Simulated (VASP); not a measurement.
Wanted: the native input for a VASP 6.6.1 run.

```yaml
Task: single point
Functional: PBE
Potentials_or_basis: VASP PAW PBE potentials, release 64 (Ba_sv, Si)
Cutoff: 520 eV
k_mesh: 8 × 8 × 8
Occupations: gaussian, width 0.05 eV
Spin: no spin polarisation
Dipole_correction: no
Further_INCAR_settings: ALGO = Normal; EDIFF = 1e-06; NBANDS = 19
```

The structure of BaSi3 lies in POSCAR:

```
BaSi3
1.0
    4.4872196948      0.0448721969      0.0000000000
    0.0448721969      4.4872196948      0.0000000000
    0.0000000000      0.0000000000      4.4872196948
Ba Si
1 3
Direct
    0.0000000000      0.0000000000      0.0000000000
    0.0000000000      0.5000000000      0.5000000000
    0.5000000000      0.5000000000      0.0000000000
    0.5000000000      0.0000000000      0.5000000000
```

One way to write it, as run:

INCAR

```
PREC = Accurate ; ENCUT = 520
EDIFF = 1E-6 ; ISMEAR = 0
SIGMA = 0.05 ; LREAL = False
LASPH = True ; NELM = 100
ALGO = Normal ; ISIF = 2
LWAVE = False ; LCHARG = False
GGA = PE ; NBANDS = 19
```

KPOINTS

```
Automatic mesh
0
Gamma
  8 8 8
```

Potentials or basis: VASP PAW PBE potentials, release 64 (Ba_sv, Si).

The run is started by

```console
$ cat potpaw_PBE.64/Ba_sv/POTCAR potpaw_PBE.64/Si/POTCAR > POTCAR
$ mpirun -np 1 vasp_std > vasp.out
```

It gave:

The pressure is 0.8 GPa and the band gap on the k mesh is zero (band 11 reaches 6.88 eV, above the bottom of band 12 at 4.98 eV).

Caveat: spin-orbit coupling is left out, which moves the levels of the heavy elements.

It took 82 s on 1 thread of AMD EPYC 9R45 96-Core Processor (Zen 5) (shared host), peak memory 0.29 GiB.
